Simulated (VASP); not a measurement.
Input of a VASP 6.6.1 run:

POSCAR

```
NaH
1.0
    2.8725296847      0.0000000000      0.0000000000
    0.0000000000      2.8725296847      0.0000000000
    0.0000000000      0.0000000000      2.8725296847
Na H
1 1
Direct
    0.0000000000      0.0000000000      0.0000000000
    0.5000000000      0.5000000000      0.5000000000
```

The input INCAR.step1:

```
ALGO     = Normal         # electronic algorithm
EDIFF    = 1E-4           # SCF threshold, eV
ENCUT    = 520            # plane-wave cutoff, eV
GGA      = PE             # functional
ISMEAR   = 0              # smearing method
LASPH    = T              # aspherical terms in the spheres
LCHARG   = F              # write CHGCAR
LREAL    = F              # projectors in reciprocal space
LWAVE    = T              # write WAVECAR
NBANDS   = 11             # bands
NELM     = 100            # most SCF steps
PREC     = Accurate       # precision mode
SIGMA    = 0.01           # smearing width, eV
```

Contents of INCAR.step2:

```
ALGO     = Normal         # electronic algorithm
EDIFF    = 1E-6           # SCF threshold, eV
ENCUT    = 520            # plane-wave cutoff, eV
ISIF     = 2              # what is computed and relaxed
ISMEAR   = 0              # smearing method
ISTART   = 1            
LASPH    = T              # aspherical terms in the spheres
LCHARG   = T              # write CHGCAR
LELF     = T              # ELF
LMIXTAU  = T            
LREAL    = F              # projectors in reciprocal space
LVHAR    = T            
LWAVE    = F              # write WAVECAR
METAGGA  = R2SCAN         # meta-GGA
NBANDS   = 11             # bands
NELM     = 100            # most SCF steps
PREC     = Accurate       # precision mode
SIGMA    = 0.01           # smearing width, eV
```

Contents of KPOINTS:

```
k-points
0
Gamma
  8 8 8
```

Potentials or basis: VASP PAW PBE potentials, release 64 (Na_pv, H).

The run is started by

```bash
$ cat potpaw_PBE.64/Na_pv/POTCAR potpaw_PBE.64/H/POTCAR > POTCAR
$ cp INCAR.step1 INCAR
$ mpirun -np 1 vasp_std > vasp.out
$ cp INCAR.step2 INCAR
$ mpirun -np 1 vasp_std > vasp.out
```

(1) What does it give for the pressure?

(2) Predict the band gap on the k mesh.

Results:

(1) 1.5 GPa.

(2) 1.61 eV, indirect (least direct gap 5.36 eV).

Caveat: the PAW data sets were made with another functional, which shifts forces and pressure a little.
